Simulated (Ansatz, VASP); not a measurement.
# Two plane-wave programs on MgSc2Br

The input INCAR:

```
PREC = Accurate
ENCUT = 520
EDIFF = 1E-6
ISMEAR = 0
SIGMA = 0.1
LREAL = F
LASPH = T
NELM = 60
ALGO = Normal
ISIF = 2
LWAVE = F
LCHARG = F
GGA = PE
NBANDS = 24
```

The input KPOINTS:

```
regular mesh
0
Gamma
  4 4 4
```

Contents of POSCAR:

```
MgSc2Br
1.0
    4.1426477800      0.0000000000      0.0000000000
    0.0000000000      4.1426477800      0.0000000000
    0.0000000000      0.0000000000      5.8499590700
Mg Sc Br
1 2 1
Direct
    0.0000000000      0.0000000000      0.5000000000
    0.5000000000      0.0000000000      0.7375689700
    0.0000000000      0.5000000000      0.2624310300
    0.5000000000      0.5000000000      0.0000000000
```

Input for Ansatz:

```yaml
crystal:
  lattice:
    - [4.14264778, 0.0, 0.0]
    - [0.0, 4.14264778, 0.0]
    - [0.0, 0.0, 5.84995907]
  atoms:
    - { symbol: Mg, position: [0.0, 0.0, 0.5] }
    - { symbol: Sc, position: [0.5, 0.0, 0.73756897] }
    - { symbol: Sc, position: [0.0, 0.5, 0.26243103] }
    - { symbol: Br, position: [0.5, 0.5, 0.0] }
basis:
  ecutwfc: 420
kpoints:
  mp_grid: { grid: [4, 4, 4] }
hamiltonian:
  xc: pbe
scf:
  occupations: { method: gaussian, width: 0.1 }
  lower_state_search: "off"
output:
  forces: true
  stress: true
  eigenvalues: true
```

Change from the starting cell: species swapped into the Mg2SeS type (P-4m2, No. 115).

Alike in both runs: task single point; functional PBE; k mesh 4 × 4 × 4; occupations gaussian, width 0.1 eV; no spin polarisation.

|  | VASP | Ansatz |
| --- | --- | --- |
| version | VASP 6.6.1 | Ansatz 0.2.0 |
| potentials or method | VASP PAW PBE potentials, release 64 (Mg, Sc_sv, Br), cutoff 520 eV | scalar-relativistic, plane waves, PAW |
| valence electrons in the cell | 31 | 39 |

Ansatz gave:

```
gap on the k mesh at the Fermi level (eV)                     : none
pressure (GPa)                                                : 10.9
traceless stress, the component that is largest in VASP (GPa) : 1.56
rms of the force components (eV/Å)                            : 0.553
```

Q: What did VASP give for the same quantities?

A: gap on the k mesh at the Fermi level (eV): none; pressure (GPa): 11.0; traceless stress, the component that is largest in VASP (GPa): 1.58; rms of the force components (eV/Å): 0.550.

Atom by atom the forces differ by 0.003 eV/Å (rms over components). A gap of «none» marks a metal or a gap that the smearing closes. VASP's potentials hold 31 valence electrons a cell and Ansatz's 39, so a difference there can come from the potentials and not from the codes.

The k mesh is coarse, so the values compare programs but aren't converged.
